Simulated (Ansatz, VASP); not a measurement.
## One calculation of SiC, two programs

The input POSCAR:

```
SiC
1.0
    3.0775550330      0.0000000000      0.0000000000
   -1.5387775165      2.6652408402      0.0000000000
    0.0000000000      0.0000000000     10.1774900139
Si C
4 4
Direct
    0.0000000000      0.0000000000      0.0000939455
    0.3333333333      0.6666666667      0.2500924686
    0.0000000000      0.0000000000      0.5000939455
    0.6666666667      0.3333333333      0.7500924686
    0.0000000000      0.0000000000      0.1870863873
    0.3333333333      0.6666666667      0.4377271987
    0.0000000000      0.0000000000      0.6870863873
    0.6666666667      0.3333333333      0.9377271987
```

INCAR.step1

```
PREC = Accurate
ENCUT = 520
EDIFF = 1E-5
ISMEAR = 0
SIGMA = 0.01
LREAL = F
LASPH = T
NELM = 100
ALGO = Normal
ISIF = 2
LWAVE = T
LCHARG = F
NBANDS = 26
GGA = PE
```

Contents of INCAR.step2:

```
PREC = Accurate
ENCUT = 520
EDIFF = 1E-6
ISMEAR = 0
SIGMA = 0.01
LREAL = F
LASPH = T
NELM = 100
ALGO = Normal
ISIF = 2
LWAVE = F
LCHARG = F
GGA = PE
LHFCALC = T
HFSCREEN = 0.2079
PRECFOCK = Fast
NBANDS = 26
ISTART = 1
```

File KPOINTS:

```
regular mesh
0
Gamma
  6 6 2
```

Input for Ansatz:

```yaml
crystal:
  lattice:
    - [3.077555033, 0.0, 0.0]
    - [-1.5387775165, 2.6652408402, 0.0]
    - [0.0, 0.0, 10.1774900139]
  atoms:
    - { symbol: Si, position: [0.0, 0.0, 9.39455e-05] }
    - { symbol: Si, position: [0.3333333333, 0.6666666667, 0.2500924686] }
    - { symbol: Si, position: [0.0, 0.0, 0.5000939455] }
    - { symbol: Si, position: [0.6666666667, 0.3333333333, 0.7500924686] }
    - { symbol: C, position: [0.0, 0.0, 0.1870863873] }
    - { symbol: C, position: [0.3333333333, 0.6666666667, 0.4377271987] }
    - { symbol: C, position: [0.0, 0.0, 0.6870863873] }
    - { symbol: C, position: [0.6666666667, 0.3333333333, 0.9377271987] }
kpoints:
  mp_grid: { grid: [6, 6, 2] }
  band_path:
    path:
      - [0.0, 0.0, 0.0]
      - [0.5, 0.0, 0.0]
      - [0.3333333333, 0.3333333333, 0.0]
      - [0.0, 0.0, 0.5]
      - [0.5, 0.0, 0.5]
      - [0.3333333333, 0.3333333333, 0.5]
      - [0.0, 0.5, 0.0]
    npoints: 1
hamiltonian:
  xc: hse06
scf:
  occupations: { method: fixed }
  n_extra_bands: 6
output:
  forces: true
  stress: true
  eigenvalues: true
```

Change from the starting cell: uniaxial_z strain +1.0%.

Alike in both runs: task single point; functional HSE06; k mesh 6 × 6 × 2; no spin polarisation.

```csv
,VASP,Ansatz
version,VASP 6.6.1,Ansatz 0.2.0
potentials or method,"VASP PAW PBE potentials, release 64 (Si, C)","plane waves, PAW"
plane-wave cutoff (eV),520,420
occupations,"gaussian, width 0.01 eV",fixed
valence electrons in the cell,32,32
```

Ansatz gave:

| Property | Result |
| --- | --- |
| gap on the k mesh at the Fermi level (eV) | 3.07 |
| pressure (GPa) | -3.4 |
| traceless stress, the component that is largest in VASP (GPa) | -3.61 |
| rms of the force components (eV/Å) | 0.005 |

Which values does VASP return?

gap on the k mesh at the Fermi level (eV): 3.08; pressure (GPa): -3.7; traceless stress, the component that is largest in VASP (GPa): -3.61; rms of the force components (eV/Å): 0.005.

Atom by atom the forces differ by 0.001 eV/Å (rms over components). Ansatz's warnings: stress exchange threshold loose, stress scf threshold loose.
